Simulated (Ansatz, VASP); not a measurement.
# Two plane-wave programs on CO2

```
CELL_PARAMETERS angstrom
-2.01346 2.01346 3.07317
2.01346 -2.01346 3.07317
2.01346 2.01346 -3.07317
ATOMIC_POSITIONS crystal
C 0.75000 0.25000 0.50000
C 0.00000 0.00000 0.00000
O 0.70980 0.12500 0.08480
O 0.04020 0.62500 0.91520
O 0.37500 0.29020 0.41520
O 0.87500 0.95980 0.58480
```

Alike in both runs: task single point; functional PBEsol; k mesh 7 × 7 × 7; no spin polarisation.

```csv
,VASP,Ansatz
version,VASP 6.6.1,Ansatz 0.2.0
potentials or method,"VASP PAW PBE potentials, release 64 (C, O), cutoff 520 eV","plane waves, PAW"
occupations,"methfessel-paxton of order 1, width 0.02 eV","cold, width 0.02 eV"
valence electrons in the cell,32,32
```

```tsv
	VASP	Ansatz	Ansatz less VASP
pressure (GPa)	-17.9	-19.3	-1.42
traceless stress, the component that is largest in VASP (GPa)	-0.45	-0.31	+0.141
```

VASP's potentials were made for PBE, not for PBEsol. Ansatz's warnings: stress scf threshold loose.
